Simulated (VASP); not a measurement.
# SiC: single point with PBE

Slab: SiC, a slab with vacuum.

```xyz
8
Lattice="3.0920 0.0000 0.0000 -1.5460 2.6778 0.0000 0.0000 0.0000 23.7337" Properties=species:S:1:pos:R:3 pbc="T T T"
C     0.0000    1.7852    4.0000
C     1.5460    0.8926    6.5369
C     0.0000    1.7852    9.1041
C     1.5460    0.8926   11.6669
Si    1.5460    0.8926    4.6298
Si    0.0000    1.7852    7.1667
Si    1.5460    0.8926    9.6970
Si    0.0000    1.7852   12.2337
```

```
Program                : VASP 6.6.1
Task                   : single point
Functional             : PBE
Potentials or basis    : VASP PAW PBE potentials, release 64 (C, Si)
Cutoff                 : 520 eV
k mesh                 : 9 × 9 × 1
Occupations            : gaussian, width 0.05 eV
Spin                   : no spin polarisation
Dipole correction      : yes
Further INCAR settings : ALGO = Normal; EDIFF = 1e-07; NBANDS = 26
```

```yaml
Largest_force: 3.012 eV/Å
Band_gap_on_the_k_mesh: zero (band 16 reaches 0.87 eV, above the bottom of band 17 at 0.55 eV)
```

Forces in eV/Å, atoms in the order of the input:
```
C    0.000  0.000  2.410
C    0.000  0.000  1.277
C    0.000  0.000 -0.009
C    0.000  0.000  0.006
Si   0.000  0.000 -3.012
Si   0.000  0.000 -0.675
Si   0.000  0.000  0.009
Si   0.000  0.000 -0.008
```

Levels at points of the mesh, in eV from the Fermi level:
| k point | band 12 | band 13 | band 14 | band 15 | band 16 | band 17 | band 18 | band 19 | band 20 | band 21 |
| --- | --- | --- | --- | --- | --- | --- | --- | --- | --- | --- |
| (0.00, 0.00, 0.00) | -1.34 | -1.34 | -0.64 | 0.17 | 0.17 | 0.20 | 3.70 | 4.04 | 4.66 | 5.47 |

Wall time 110 s on 1 thread of Intel(R) Xeon(R) 6975P-C (Granite Rapids), on a shared host, peak memory 0.3 GiB.
